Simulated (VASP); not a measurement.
# Zr (Cmmm) in VASP: single point with PBE

Aim: the single point of Zr with PBE.

Program: VASP 6.6.1. These are calculated values, not measurements. Logs are shortened: lines on timing, memory, paths and dates and some standing lists are left out, and cuts for length are marked.

## Step 1: The cell of the first run

Symmetry: Cmmm, No. 65, orthorhombic system. Conventional cell: a = 5.450 Å, b = 8.134 Å, c = 6.160 Å, α = 90.00°, β = 90.00°, γ = 90.00°. Within 3.6 Å of Zr (site symmetry 2) lie 6 Zr at 2.72 to 3.08 Å. Within 3.8 Å of Zr (site symmetry mmm) lie 8 Zr at 2.89 Å.

## Step 2: Single point, PBE

INCAR reads:

```
SYSTEM = Zr
  PREC = Accurate
  ENCUT = 520
  EDIFF = 1E-7
  ISMEAR = 0
  SIGMA = 0.1
  LREAL = .False.
  LASPH = .True.
  NELM = 80
  ALGO = Fast
  ISIF = 2
  LWAVE = .False.
  LCHARG = .True.
  GGA = PE
  LELF = .True.
  LVHAR = .True.
  NBANDS = 38
```

KPOINTS reads:

```
Automatic mesh
0
Gamma
  4 4 4
  0 0 0
```

POSCAR reads:

```
Zr
1.0
    2.7247567271     -4.0668889923      0.0000000000
    2.7247567271      4.0668889923      0.0000000000
    0.0000000000      0.0000000000      6.1599674508
Zr
5
Direct
    0.5000000000      0.0000000000      0.2500000000
    0.0000000000      0.5000000000      0.7500000000
    0.0000000000      0.5000000000      0.2500000000
    0.5000000000      0.0000000000      0.7500000000
    0.0000000000      0.0000000000      0.0000000000
```

Potentials or basis: VASP PAW PBE potentials, release 64 (Zr_sv).

Run with:

```bash
cat potpaw_PBE.64/Zr_sv/POTCAR > POTCAR
mpirun -np 1 vasp_std > vasp.out
```

OUTCAR:

```text
SYSTEM = Zr
   PREC = Accurate
   ENCUT = 520
   EDIFF = 1E-7
   ISMEAR = 0
   LREAL = .False.
   LASPH = .True.
   NELM = 80
   ISIF = 2
   GGA = PE

 ion  position               nearest neighbor table
   1  0.500  0.000  0.250-   3 2.72   3 2.72   5 2.89   5 2.89   4 3.08   4 3.08
   2  0.000  0.500  0.750-   4 2.72   4 2.72   5 2.89   5 2.89   3 3.08   3 3.08
   3  0.000  0.500  0.250-   1 2.72   1 2.72   5 2.89   5 2.89   2 3.08   2 3.08
   4  0.500  0.000  0.750-   2 2.72   2 2.72   5 2.89   5 2.89   1 3.08   1 3.08
   5  0.000  0.000  0.000-   1 2.89   2 2.89   3 2.89   4 2.89   2 2.89   3 2.89   1 2.89   4 2.89

  LATTYP: Found a base centered orthorhombic cell.
 ALAT       =     5.4495134542
 B/A-ratio  =     1.4925695758
 C/A-ratio  =     1.1303701702

  Lattice vectors:

 A1 = (   2.7247567271,  -4.0668889923,   0.0000000000)
 A2 = (   2.7247567271,   4.0668889923,   0.0000000000)
 A3 = (   0.0000000000,   0.0000000000,   6.1599674508)

Analysis of symmetry for initial positions (statically):
=====================================================================
 Subroutine PRICEL returns:
 Original cell was already a primitive cell.

 Routine SETGRP: Setting up the symmetry group for a
 base centered orthorhombic supercell.

 Subroutine GETGRP returns: Found  8 space group operations
 (whereof  8 operations were pure point group operations)
 out of a pool of  8 trial point group operations.

The static configuration has the point symmetry D_2h.

Analysis of symmetry for dynamics (positions and initial velocities):
=====================================================================
 Subroutine PRICEL returns:
 Original cell was already a primitive cell.

 Routine SETGRP: Setting up the symmetry group for a
 base centered orthorhombic supercell.

 Subroutine GETGRP returns: Found  8 space group operations
 (whereof  8 operations were pure point group operations)
 out of a pool of  8 trial point group operations.

The dynamic configuration has the point symmetry D_2h.

 Subroutine INISYM returns: Found  8 space group operations
 (whereof  8 operations are pure point group operations),
 and found     1 'primitive' translations

----------------------------------------------------------------------------------------

                                     Primitive cell

  volume of cell :     136.5207

  direct lattice vectors                    reciprocal lattice vectors
     2.724756727 -4.066888992  0.000000000     0.183502621 -0.122944098  0.000000000
     2.724756727  4.066888992  0.000000000     0.183502621  0.122944098  0.000000000
     0.000000000  0.000000000  6.159967451     0.000000000  0.000000000  0.162338520

  length of vectors
     4.895292157  4.895292157  6.159967451     0.220881106  0.220881106  0.162338520

  position of ions in fractional coordinates (direct lattice)
     0.500000000  1.000000000  0.250000000
     1.000000000  0.500000000  0.750000000
     1.000000000  0.500000000  0.250000000
     0.500000000  1.000000000  0.750000000
     0.000000000  0.000000000  0.000000000

  ion indices of the primitive-cell ions
   primitive index   ion index
                 1           1
                 2           2
                 3           3
                 4           4
                 5           5

----------------------------------------------------------------------------------------

 KPOINTS: Automatic mesh

Automatic generation of k-mesh.
 Grid dimensions read from file:
 generate k-points for:    4    4    4

 Generating k-lattice:

  Cartesian coordinates                     Fractional coordinates (reciprocal lattice)
     0.045875655 -0.030736025  0.000000000     0.250000000 -0.000000000  0.000000000
     0.045875655  0.030736025  0.000000000    -0.000000000  0.250000000  0.000000000
     0.000000000  0.000000000  0.040584630     0.000000000  0.000000000  0.250000000

  Length of vectors
     0.055220277  0.055220277  0.040584630

  Shift w.r.t. Gamma in fractional coordinates (k-lattice)
     0.000000000  0.000000000  0.000000000

 Subroutine IBZKPT returns following result:
 ===========================================

 Found     21 irreducible k-points:

 Following reciprocal coordinates:
            Coordinates               Weight
  0.000000  0.000000  0.000000      1.000000
  0.250000 -0.000000  0.000000      4.000000
  0.500000 -0.000000  0.000000      2.000000
  0.250000  0.250000  0.000000      2.000000
  0.500000  0.250000  0.000000      4.000000
 -0.250000  0.250000  0.000000      2.000000
[... 13 lines left out ...]
 -0.250000  0.250000  0.500000      2.000000
  0.500000  0.500000  0.500000      1.000000
   k-points           NKPTS =     21   k-points in BZ     NKDIM =     21   number of bands    NBANDS=     38
   number of dos      NEDOS =    301   number of ions     NIONS =      5
   total plane-waves  NPLWV =  62208
   dimension x,y,z NGX =    36 NGY =   36 NGZ =   48
   dimension x,y,z NGXF=    72 NGYF=   72 NGZF=   96
   ions per type =               5
   NGX,Y,Z   is equivalent  to a cutoff of  12.23, 12.23, 12.95 a.u.
   NGXF,Y,Z  is equivalent  to a cutoff of  24.45, 24.45, 25.91 a.u.
 SYSTEM =  Zr
   PREC   = accura    normal or accurate (medium, high low for compatibility)
   ISTART =      0    job   : 0-new  1-cont  2-samecut
   ICHARG =      2    charge: 1-file 2-atom 10-const
   ISPIN  =      1    spin polarized calculation?
   LNONCOLLINEAR =      F non collinear calculations
   LSORBIT =      F    spin-orbit coupling
   LASPH  =      T    aspherical Exc in radial PAW
   ENCUT  =  520.0 eV  38.22 Ry    6.18 a.u.   9.10  9.10 11.45*2*pi/ulx,y,z
   NELM   =     80;   NELMIN=  2; NELMDL= -5     # of ELM steps
   EDIFF  = 0.1E-06   stopping-criterion for ELM
   LREAL  =      F    real-space projection
   EDIFFG = 0.1E-05   stopping-criterion for IOM
   NSW    =      0    number of steps for IOM
   IBRION =     -1    ionic relax: 0-MD 1-quasi-New 2-CG
   NFREE  =      0    steps in history (QN), initial steepest desc. (CG)
   ISIF   =      2    stress and relaxation
   ISYM   =      2    0-nonsym 1-usesym 2-fastsym
   POTIM  = 0.5000    time-step for ionic-motion
   TEBEG  =    0.0;   TEEND  =   0.0 temperature during run
   PSTRESS=    0.0 pullay stress
   NELECT =      60.0000    total number of electrons
   NUPDOWN=      -1.0000    fix difference up-down
   EMIN   =  10.00;   EMAX   =-10.00  energy-range for DOS
   EFERMI =   0.00;   METHOD = LEGACY
   ISMEAR =     0;   SIGMA  =   0.10  broadening in eV -4-tet -1-fermi 0-gaus
   EFERMI_NEDOS =   21; number of points for ismear=-14 and -15
   IALGO  =     68    algorithm
   IMIX   =      4    mixing-type and parameters
     AMIX     =   0.40;   BMIX     =  1.00
     AMIX_MAG =   1.60;   BMIX_MAG =  1.00
  volume/ion in A,a.u.               =      27.30       184.26
  Fermi-wavevector in a.u.,A,eV,Ry     =   1.244684  2.352112 21.078665  1.549238
  Thomas-Fermi vector in A             =   2.378940
   LORBIT       =      0    0 simple, 1 ext, 2 COOP (PROOUT), +10 PAW based schemes
   GGA     = PE    functional components
   LHFCALC =     F    Hartree Fock is set to
   AEXX    =    0.0000 exact exchange contribution
   IVDW    =     0    specifies the selected vdW correction
   LEPSILON=     F    determine dielectric tensor
   LRPA    =     F    only Hartree local field effects (RPA)
 non-spin polarized calculation
 RMM-DIIS sequential band-by-band and
 Gauss-broadening in eV      SIGMA  =   0.10
  energy-cutoff  :      520.00
  volume of cell :      136.52
 maximum number of plane-waves:      3690
   NGX = 19   NGY = 19   NGZ = 23

 number of electron      59.9999999 magnetization

 Free energy of the ion-electron system (eV)
  ---------------------------------------------------
  ext. energy  EPLUGINS =         0.00000000
  ---------------------------------------------------
  free energy    TOTEN  =       -36.74291341 eV

  energy without entropy =      -36.70665981  energy(sigma->0) =      -36.72478661

 E-fermi :   6.7049     XC(G=0): -10.0871

 val. band max:        6.6977484227   @ k =   0.5000  -0.0000   0.5000
 cond. band min:       6.7319645097   @ k =  -0.2500   0.2500   0.2500
 fundamental gap:      0.0342160870
 Fermi energy:         6.7048539032

 k-point     1 :       0.0000    0.0000    0.0000
  band No.  band energies     occupation
      1     -41.8638      2.00000
      2     -41.7600      2.00000
      3     -41.5573      2.00000
      4     -41.4849      2.00000
      5     -41.0184      2.00000
      6     -20.8841      2.00000
[... 30 lines left out ...]
     37       9.8910      0.00000
     38      10.5373      0.00000

 k-point     2 :       0.2500   -0.0000    0.0000
  band No.  band energies     occupation
      1     -41.8182      2.00000
      2     -41.7208      2.00000
      3     -41.6004      2.00000
      4     -41.5263      2.00000
      5     -41.0243      2.00000
      6     -20.6312      2.00000
[... 30 lines left out ...]
     37       9.2743      0.00000
     38       9.3248      0.00000

 k-point     3 :       0.5000   -0.0000    0.0000
  band No.  band energies     occupation
      1     -41.7164      2.00000
      2     -41.7001      2.00000
      3     -41.6247      2.00000
      4     -41.6245      2.00000
      5     -41.0300      2.00000
      6     -20.3301      2.00000
[... 30 lines left out ...]
     37       8.7523      0.00000
     38       8.8831      0.00000

 k-point     4 :       0.2500    0.2500    0.0000
  band No.  band energies     occupation
      1     -41.7175      2.00000
      2     -41.6989      2.00000
      3     -41.6257      2.00000
      4     -41.6236      2.00000
      5     -41.0300      2.00000
      6     -20.3234      2.00000
[... 30 lines left out ...]
     37       9.0733      0.00000
     38       9.1508      0.00000
[... 580 lines left out ...]
      4     -41.5642      2.00000
      5     -41.0383      2.00000
      6     -20.5296      2.00000
[... 30 lines left out ...]
     37       8.4639      0.00000
     38       9.0568      0.00000

 k-point    20 :      -0.2500    0.2500    0.5000
  band No.  band energies     occupation
      1     -41.8126      2.00000
      2     -41.7974      2.00000
      3     -41.5225      2.00000
      4     -41.5220      2.00000
      5     -41.0325      2.00000
      6     -20.7743      2.00000
[... 30 lines left out ...]
     37       8.5605      0.00000
     38       8.8136      0.00000

 k-point    21 :       0.5000    0.5000    0.5000
  band No.  band energies     occupation
      1     -41.7975      2.00000
      2     -41.7962      2.00000
      3     -41.5236      2.00000
      4     -41.5229      2.00000
      5     -41.0487      2.00000
      6     -20.7883      2.00000
[... 30 lines left out ...]
     37       8.7570      0.00000
     38       9.3399      0.00000

------------------------ aborting loop because EDIFF is reached ----------------------------------------

  FORCE on cell =-STRESS in cart. coord.  units (eV):
  Direction    XX          YY          ZZ          XY          YZ          ZX
  --------------------------------------------------------------------------------------
  -------------------------------------------------------------------------------------
  Total        7.7596462     -0.9466002      2.0961148      0.0000000      0.0000000      0.0000000
  in kB       91.0655333    -11.1090959     24.5995514      0.0000000      0.0000000      0.0000000
  external PRESSURE =      34.8519963 kB  Pullay stress =       0.0000000 kB

 VOLUME and BASIS-vectors are now :
 -----------------------------------------------------------------------------
  energy-cutoff  :      520.00
  volume of cell :      136.52
      direct lattice vectors                 reciprocal lattice vectors
     2.724756727 -4.066888992  0.000000000     0.183502621 -0.122944098  0.000000000
     2.724756727  4.066888992  0.000000000     0.183502621  0.122944098  0.000000000
     0.000000000  0.000000000  6.159967451     0.000000000  0.000000000  0.162338520

 POSITION                                       TOTAL-FORCE (eV/Angst)
 -----------------------------------------------------------------------------------
      1.36238     -2.03344      1.53999        -0.000000     -0.000000      0.382457
      1.36238      2.03344      4.61998         0.000000     -0.000000     -0.382457
      1.36238      2.03344      1.53999         0.000000     -0.000000      0.382457
      1.36238     -2.03344      4.61998         0.000000      0.000000     -0.382457
      0.00000      0.00000      0.00000         0.000000     -0.000000      0.000000
 -----------------------------------------------------------------------------------
    total drift:                                0.000000      0.000000      0.000000

  FREE ENERGIE OF THE ION-ELECTRON SYSTEM (eV)
  ---------------------------------------------------
  free  energy   TOTEN  =       -36.7429134139 eV

  energy  without entropy=      -36.7066598071  energy(sigma->0) =      -36.72478661
```

Wall time 4.2 min (1 thread of AMD EPYC 9R14 (Zen 4), shared host); peak memory 0.24 GiB.

What came out:

- Free energy: -36.7429 eV
- Pressure: 3.5 GPa
- Largest force: 0.382 eV/Å
- Band gap on the k mesh: zero (bands 30 and 31 overlap by 0.57 eV)

Forces in eV/Å, atoms in the order of the input:
```
Zr   0.000  0.000  0.382
Zr   0.000  0.000 -0.382
Zr   0.000  0.000  0.382
Zr   0.000  0.000 -0.382
Zr   0.000  0.000  0.000
```

Caveat: the stress differs along the axes, from -1 to 9 GPa.

The gap in the log of VASP goes by the Fermi energy; the results here count the filled bands.